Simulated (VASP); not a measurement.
# Cu (Fm-3m) in VASP: notebook

Cu is run at these levels: PBE; tasks: single point.

Program: VASP 6.6.1. These are calculated values, not measurements. Logs are shortened: lines on timing, memory, paths and dates and some standing lists are left out, and cuts for length are marked.

**1. The cell of the first run**

The structure is cubic, space group Fm-3m (No. 225). The conventional cell has a = 3.615 Å, b = 3.615 Å, c = 3.615 Å, α = 90.00°, β = 90.00°, γ = 90.00°. Cu (site symmetry m-3m) has 12 Cu at 2.56 Å within 3.4 Å.

**2. Single point, PBE**

Contents of INCAR:

```
SYSTEM = Cu
PREC = Accurate
ENCUT = 520
EDIFF = 1E-7
ISMEAR = -1
SIGMA = 0.1
LREAL = .FALSE.
LASPH = .TRUE.
NELM = 60
ALGO = Normal
ISIF = 2
LWAVE = .FALSE.
LCHARG = .FALSE.
GGA = PE
NBANDS = 12
```

Contents of KPOINTS:

```
Automatic mesh
0
G
  4 4 4
  0 0 0
```

Contents of POSCAR:

```
Cu
1.0
    0.0000000000      1.8075000000      1.8075000000
    1.8075000000      0.0000000000      1.8075000000
    1.8075000000      1.8075000000      0.0000000000
Cu
1
Direct
    0.0000000000      0.0000000000      0.0000000000
```

Potentials or basis: VASP PAW PBE potentials, release 64 (Cu).

Run with:

```
$ cat potpaw_PBE.64/Cu/POTCAR > POTCAR
$ mpirun -np 1 vasp_std > vasp.out
```

OUTCAR:

```text
SYSTEM = Cu
   PREC = Accurate
   ENCUT = 520
   EDIFF = 1E-7
   ISMEAR = -1
   LREAL = .FALSE.
   LASPH = .TRUE.
   NELM = 60
   ISIF = 2
   GGA = PE

 ion  position               nearest neighbor table
   1  0.000  0.000  0.000-

  LATTYP: Found a face centered cubic cell.
 ALAT       =     3.6150000000

  Lattice vectors:

 A1 = (   0.0000000000,   1.8075000000,   1.8075000000)
 A2 = (   1.8075000000,   0.0000000000,   1.8075000000)
 A3 = (   1.8075000000,   1.8075000000,   0.0000000000)

Analysis of symmetry for initial positions (statically):
=====================================================================
 Subroutine PRICEL returns:
 Original cell was already a primitive cell.

 Routine SETGRP: Setting up the symmetry group for a
 face centered cubic supercell.

 Subroutine GETGRP returns: Found 48 space group operations
 (whereof 48 operations were pure point group operations)
 out of a pool of 48 trial point group operations.

The static configuration has the point symmetry O_h .

Analysis of symmetry for dynamics (positions and initial velocities):
=====================================================================
 Subroutine PRICEL returns:
 Original cell was already a primitive cell.

 Routine SETGRP: Setting up the symmetry group for a
 face centered cubic supercell.

 Subroutine GETGRP returns: Found 48 space group operations
 (whereof 48 operations were pure point group operations)
 out of a pool of 48 trial point group operations.

The dynamic configuration has the point symmetry O_h .

 Subroutine INISYM returns: Found 48 space group operations
 (whereof 48 operations are pure point group operations),
 and found     1 'primitive' translations

----------------------------------------------------------------------------------------

                                     Primitive cell

  volume of cell :      11.8104

  direct lattice vectors                    reciprocal lattice vectors
     0.000000000  1.807500000  1.807500000    -0.276625173  0.276625173  0.276625173
     1.807500000  0.000000000  1.807500000     0.276625173 -0.276625173  0.276625173
     1.807500000  1.807500000  0.000000000     0.276625173  0.276625173 -0.276625173

  length of vectors
     2.556191014  2.556191014  2.556191014     0.479128854  0.479128854  0.479128854

  position of ions in fractional coordinates (direct lattice)
     0.000000000  0.000000000  0.000000000

  ion indices of the primitive-cell ions
   primitive index   ion index
                 1           1

----------------------------------------------------------------------------------------

 KPOINTS: Automatic mesh

Automatic generation of k-mesh.
 Grid dimensions read from file:
 generate k-points for:    4    4    4

 Generating k-lattice:

  Cartesian coordinates                     Fractional coordinates (reciprocal lattice)
    -0.069156293  0.069156293  0.069156293     0.250000000  0.000000000  0.000000000
     0.069156293 -0.069156293  0.069156293     0.000000000  0.250000000  0.000000000
     0.069156293  0.069156293 -0.069156293     0.000000000  0.000000000  0.250000000

  Length of vectors
     0.119782214  0.119782214  0.119782214

  Shift w.r.t. Gamma in fractional coordinates (k-lattice)
     0.000000000  0.000000000  0.000000000

 Subroutine IBZKPT returns following result:
 ===========================================

 Found      8 irreducible k-points:

 Following reciprocal coordinates:
            Coordinates               Weight
  0.000000  0.000000  0.000000      1.000000
  0.250000  0.000000  0.000000      8.000000
  0.500000  0.000000  0.000000      4.000000
  0.250000  0.250000  0.000000      6.000000
  0.500000  0.250000  0.000000     24.000000
 -0.250000  0.250000  0.000000     12.000000
  0.500000  0.500000  0.000000      3.000000
 -0.250000  0.500000  0.250000      6.000000
   k-points           NKPTS =      8   k-points in BZ     NKDIM =      8   number of bands    NBANDS=     12
   number of dos      NEDOS =    301   number of ions     NIONS =      1
   total plane-waves  NPLWV =   8000
   dimension x,y,z NGX =    20 NGY =   20 NGZ =   20
   dimension x,y,z NGXF=    40 NGYF=   40 NGZF=   40
   ions per type =               1
   NGX,Y,Z   is equivalent  to a cutoff of  13.01, 13.01, 13.01 a.u.
   NGXF,Y,Z  is equivalent  to a cutoff of  26.01, 26.01, 26.01 a.u.
 SYSTEM =  Cu
   PREC   = accura    normal or accurate (medium, high low for compatibility)
   ISTART =      0    job   : 0-new  1-cont  2-samecut
   ICHARG =      2    charge: 1-file 2-atom 10-const
   ISPIN  =      1    spin polarized calculation?
   LNONCOLLINEAR =      F non collinear calculations
   LSORBIT =      F    spin-orbit coupling
   LASPH  =      T    aspherical Exc in radial PAW
   ENCUT  =  520.0 eV  38.22 Ry    6.18 a.u.   4.75  4.75  4.75*2*pi/ulx,y,z
   NELM   =     60;   NELMIN=  2; NELMDL= -5     # of ELM steps
   EDIFF  = 0.1E-06   stopping-criterion for ELM
   LREAL  =      F    real-space projection
   EDIFFG = 0.1E-05   stopping-criterion for IOM
   NSW    =      0    number of steps for IOM
   IBRION =     -1    ionic relax: 0-MD 1-quasi-New 2-CG
   NFREE  =      0    steps in history (QN), initial steepest desc. (CG)
   ISIF   =      2    stress and relaxation
   ISYM   =      2    0-nonsym 1-usesym 2-fastsym
   POTIM  = 0.5000    time-step for ionic-motion
   TEBEG  =    0.0;   TEEND  =   0.0 temperature during run
   PSTRESS=    0.0 pullay stress
   NELECT =      11.0000    total number of electrons
   NUPDOWN=      -1.0000    fix difference up-down
   EMIN   =  10.00;   EMAX   =-10.00  energy-range for DOS
   EFERMI =   0.00;   METHOD = LEGACY
   ISMEAR =    -1;   SIGMA  =   0.10  broadening in eV -4-tet -1-fermi 0-gaus
   EFERMI_NEDOS =   21; number of points for ismear=-14 and -15
   IALGO  =     38    algorithm
   IMIX   =      4    mixing-type and parameters
     AMIX     =   0.40;   BMIX     =  1.00
     AMIX_MAG =   1.60;   BMIX_MAG =  1.00
  volume/ion in A,a.u.               =      11.81        79.70
  Fermi-wavevector in a.u.,A,eV,Ry     =   1.598763  3.021224 34.777078  2.556043
  Thomas-Fermi vector in A             =   2.696162
   LORBIT       =      0    0 simple, 1 ext, 2 COOP (PROOUT), +10 PAW based schemes
   GGA     = PE    functional components
   LHFCALC =     F    Hartree Fock is set to
   AEXX    =    0.0000 exact exchange contribution
   IVDW    =     0    specifies the selected vdW correction
   LEPSILON=     F    determine dielectric tensor
   LRPA    =     F    only Hartree local field effects (RPA)
 non-spin polarized calculation
  energy-cutoff  :      520.00
  volume of cell :       11.81
 maximum number of plane-waves:       332
 NGX is ok and might be reduce to    20
   NGX =  9   NGY =  9   NGZ =  9

 number of electron      11.0000001 magnetization

 Free energy of the ion-electron system (eV)
  ---------------------------------------------------
  ext. energy  EPLUGINS =         0.00000000
  ---------------------------------------------------
  free energy    TOTEN  =        -3.57145455 eV

  energy without entropy =       -3.55841449  energy(sigma->0) =       -3.56493452

 E-fermi :   8.1961     XC(G=0): -12.7310

 val. band max:        7.2525911026   @ k =  -0.2500   0.2500   0.0000
 cond. band min:       8.5096033527   @ k =   0.5000   0.2500   0.0000
 fundamental gap:      1.2570122501
 Fermi energy:         8.1961091709

 k-point     1 :       0.0000    0.0000    0.0000
  band No.  band energies     occupation
      1      -1.7681      2.00000
      2       4.5318      2.00000
      3       4.5318      2.00000
      4       4.5318      2.00000
      5       5.3535      2.00000
      6       5.3535      2.00000
      7      30.1799      0.00000
      8      32.8212      0.00000
      9      32.8212      0.00000
     10      32.8212      0.00000
     11      35.3090      0.00000
     12      35.3090      0.00000

 k-point     2 :       0.2500    0.0000    0.0000
  band No.  band energies     occupation
      1       0.3531      2.00000
      2       4.2820      2.00000
      3       4.6878      2.00000
      4       4.6878      2.00000
      5       5.4359      2.00000
      6       5.4359      2.00000
      7      20.0247      0.00000
      8      30.0579      0.00000
      9      30.4000      0.00000
     10      30.4000      0.00000
     11      36.0735      0.00000
     12      36.0735      0.00000

 k-point     3 :       0.5000    0.0000    0.0000
  band No.  band energies     occupation
      1       2.4919      2.00000
      2       4.4995      2.00000
      3       4.4995      2.00000
      4       5.9200      2.00000
      5       5.9200      2.00000
      6       6.5813      2.00000
      7      11.3271      0.00000
      8      28.6719      0.00000
      9      29.6508      0.00000
     10      29.6508      0.00000
     11      32.6554      0.00000
     12      32.6554      0.00000

 k-point     4 :       0.2500    0.2500    0.0000
  band No.  band energies     occupation
      1       0.9937      2.00000
      2       3.8170      2.00000
      3       4.9003      2.00000
      4       5.1911      2.00000
      5       5.1911      2.00000
      6       5.6246      2.00000
      7      24.6805      0.00000
      8      24.6805      0.00000
      9      25.9106      0.00000
     10      26.5403      0.00000
     11      29.6984      0.00000
     12      44.6111      0.00000

 k-point     5 :       0.5000    0.2500    0.0000
  band No.  band energies     occupation
      1       3.1343      2.00000
      2       3.7003      2.00000
      3       4.5584      2.00000
      4       5.1690      2.00000
      5       5.9603      2.00000
      6       8.5096      0.08338
      7      14.2880      0.00000
      8      20.1440      0.00000
      9      23.6787      0.00000
     10      27.1770      0.00000
     11      36.9141      0.00000
     12      41.1441      0.00000

 k-point     6 :      -0.2500    0.2500    0.0000
  band No.  band energies     occupation
      1       2.8787      2.00000
      2       4.0320      2.00000
      3       4.2375      2.00000
      4       5.0294      2.00000
      5       5.3512      2.00000
      6       7.2526      1.99984
      7      17.2869      0.00000
      8      18.4872      0.00000
      9      28.0690      0.00000
     10      29.2582      0.00000
     11      37.7509      0.00000
     12      38.7661      0.00000

 k-point     7 :       0.5000    0.5000    0.0000
  band No.  band energies     occupation
      1       2.6874      2.00000
      2       3.1420      2.00000
      3       5.9023      2.00000
      4       6.0622      2.00000
      5       6.0622      2.00000
      6       9.0813      0.00029
      7      14.6872      0.00000
      8      20.6640      0.00000
      9      20.6640      0.00000
     10      25.1518      0.00000
     11      27.8370      0.00000
     12      49.6753      0.00000

 k-point     8 :      -0.2500    0.5000    0.2500
  band No.  band energies     occupation
      1       3.4242      2.00000
      2       4.0288      2.00000
      3       4.0288      2.00000
      4       5.3127      2.00000
      5       6.0630      2.00000
      6      13.7808      0.00000
      7      13.7808      0.00000
      8      15.8769      0.00000
      9      16.3826      0.00000
     10      35.8229      0.00000
     11      35.8229      0.00000
     12      37.0486      0.00000

------------------------ aborting loop because EDIFF is reached ----------------------------------------

  FORCE on cell =-STRESS in cart. coord.  units (eV):
  Direction    XX          YY          ZZ          XY          YZ          ZX
  --------------------------------------------------------------------------------------
  -------------------------------------------------------------------------------------
  Total        0.2874313      0.2874313      0.2874313     -0.0000000      0.0000000     -0.0000000
  in kB       38.9923772     38.9923772     38.9923772     -0.0000000      0.0000000     -0.0000000
  external PRESSURE =      38.9923772 kB  Pullay stress =       0.0000000 kB

 VOLUME and BASIS-vectors are now :
 -----------------------------------------------------------------------------
  energy-cutoff  :      520.00
  volume of cell :       11.81
      direct lattice vectors                 reciprocal lattice vectors
     0.000000000  1.807500000  1.807500000    -0.276625173  0.276625173  0.276625173
     1.807500000  0.000000000  1.807500000     0.276625173 -0.276625173  0.276625173
     1.807500000  1.807500000  0.000000000     0.276625173  0.276625173 -0.276625173

 POSITION                                       TOTAL-FORCE (eV/Angst)
 -----------------------------------------------------------------------------------
      0.00000      0.00000      0.00000        -0.000000     -0.000000     -0.000000
 -----------------------------------------------------------------------------------
    total drift:                                0.000000     -0.000000      0.000000

  FREE ENERGIE OF THE ION-ELECTRON SYSTEM (eV)
  ---------------------------------------------------
  free  energy   TOTEN  =        -3.5714545533 eV

  energy  without entropy=       -3.5584144893  energy(sigma->0) =       -3.56493452
```

Run time: 5 s. Hardware: 1 thread of Intel Xeon Platinum 8259CL at 2.50GHz (Skylake/Cascade Lake), shared host; peak memory 0.11 GiB.

What came out:

- Free energy: -3.5715 eV
- Pressure: 3.9 GPa

Caveat: the k points lie up to 0.75 Å⁻¹ apart.

**3. Single point, PBE**

Contents of INCAR:

```
  ALGO = Normal
  EDIFF = 1E-6
  ENCUT = 520
  GGA = PE
  ISIF = 2
  ISMEAR = -1
  LASPH = True
  LCHARG = False
  LREAL = False
  LWAVE = False
  NBANDS = 12
  NELM = 80
  PREC = Accurate
  SIGMA = 0.1
```

Contents of KPOINTS:

```
k-points
0
Gamma
  5 5 5
```

POSCAR is that of step 2.

Potentials or basis: VASP PAW PBE potentials, release 64 (Cu).

Run with:

```
$ cat potpaw_PBE.64/Cu/POTCAR > POTCAR
$ mpirun -np 1 vasp_std > vasp.out
```

Run time: 5 s. Hardware: 1 thread of Intel Xeon Platinum 8259CL at 2.50GHz (Skylake/Cascade Lake), shared host; peak memory 0.11 GiB.

Results (log left out):

* Free energy: -3.8313 eV
* Pressure: 1.6 GPa

Levels at points of the mesh, in eV from the Fermi level:
| k point | band 4 | band 5 | band 6 | band 7 | band 8 | band 9 |
| --- | --- | --- | --- | --- | --- | --- |
| (0.00, 0.00, 0.00) | -2.46 | -1.64 | -1.64 | 23.11 | 25.76 | 25.76 |

Caveat: the k points lie up to 0.60 Å⁻¹ apart.

**4. Single point, PBE**

Contents of INCAR:

```
PREC = Accurate
ENCUT = 520
EDIFF = 1E-6
ISMEAR = -1
SIGMA = 0.1
LREAL = F
LASPH = T
NELM = 100
ALGO = Normal
ISIF = 2
LWAVE = F
LCHARG = F
GGA = PE
NBANDS = 12
```

Contents of KPOINTS:

```
Automatic mesh
0
Gamma
  7 7 7
```

POSCAR is that of step 3.

Run with:

```
$ cat potpaw_PBE.64/Cu/POTCAR > POTCAR
$ mpirun -np 1 vasp_std > vasp.out
```

It took 7.5 s on 1 thread of Intel Xeon Platinum 8259CL at 2.50GHz (Skylake/Cascade Lake), shared host; peak memory 0.12 GiB.

Results (log left out):

| Property | Result |
| --- | --- |
| Free energy | -3.7688 eV |
| Pressure | 2.1 GPa |

Levels at points of the mesh, in eV from the Fermi level:
| k point | band 4 | band 5 | band 6 | band 7 | band 8 | band 9 |
| --- | --- | --- | --- | --- | --- | --- |
| (0.00, 0.00, 0.00) | -3.19 | -2.37 | -2.37 | 22.41 | 25.06 | 25.06 |

Caveat: the k points lie up to 0.43 Å⁻¹ apart.

**5. The runs side by side**

```tsv
k mesh	gap on the mesh (eV)	pressure (GPa)
4 × 4 × 4	none	3.9
5 × 5 × 5	none	1.6
7 × 7 × 7	none	2.1
```

Alike in all rows: task single point; level PBE; potentials or basis VASP PAW PBE potentials, release 64 (Cu); no spin polarisation; cell as given; cutoff (eV) 520; smearing fermi-dirac 0.1 eV.

Caveats: all runs use coarse meshes.

Total energies depend on the potentials used, so only differences within one code and one set of settings carry meaning.
